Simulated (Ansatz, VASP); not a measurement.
# Au: VASP beside Ansatz

File INCAR:

```
PREC = Accurate ; ENCUT = 520
EDIFF = 1E-7 ; ISMEAR = 0
SIGMA = 0.15 ; LREAL = F
LASPH = T ; NELM = 60
ALGO = Fast ; ISIF = 2
LWAVE = F ; LCHARG = F
GGA = PS ; NBANDS = 12
```

KPOINTS

```
regular mesh
0
Gamma
  28 28 28
```

Contents of POSCAR:

```
Au
1.0
    0.0000000000      1.8709434677      2.4322265081
    1.8709434677      0.0000000000      2.4322265081
    1.8709434677      1.8709434677      0.0000000000
Au
1
Direct
    0.0000000000      0.0000000000      0.0000000000
```

Input for Ansatz:

```yaml
crystal:
  lattice:
    - [0.0, 1.8709434677, 2.4322265081]
    - [1.8709434677, 0.0, 2.4322265081]
    - [1.8709434677, 1.8709434677, 0.0]
  atoms:
    - { symbol: Au, position: [0.0, 0.0, 0.0] }
basis:
  ecutwfc: 420
kpoints:
  mp_grid: { grid: [28, 28, 28] }
hamiltonian:
  xc: pbesol
scf:
  occupations: { method: gaussian, width: 0.15 }
output:
  forces: true
  stress: true
  eigenvalues: true
```

Alike in both runs: task single point; functional PBEsol; k mesh 28 × 28 × 28; occupations gaussian, width 0.15 eV; no spin polarisation.

|  | VASP | Ansatz |
| --- | --- | --- |
| version | VASP 6.6.1 | Ansatz 0.2.0 |
| potentials or method | VASP PAW PBE potentials, release 64 (Au), cutoff 520 eV | scalar-relativistic, plane waves, PAW |
| valence electrons in the cell | 11 | 19 |

Ansatz gave:

- gap on the k mesh at the Fermi level (eV): none
- pressure (GPa): 6.9
- traceless stress, the component that is largest in VASP (GPa): -15.32

Q: What did VASP give for the same quantities?

A: gap on the k mesh at the Fermi level (eV): none; pressure (GPa): 6.6; traceless stress, the component that is largest in VASP (GPa): -15.24.

VASP's potentials were made for PBE, not for PBEsol. A gap of «none» marks a metal or a gap that the smearing closes. VASP's potentials hold 11 valence electrons a cell and Ansatz's 19, so a difference there can come from the potentials and not from the codes.

Spin-orbit coupling is off throughout.
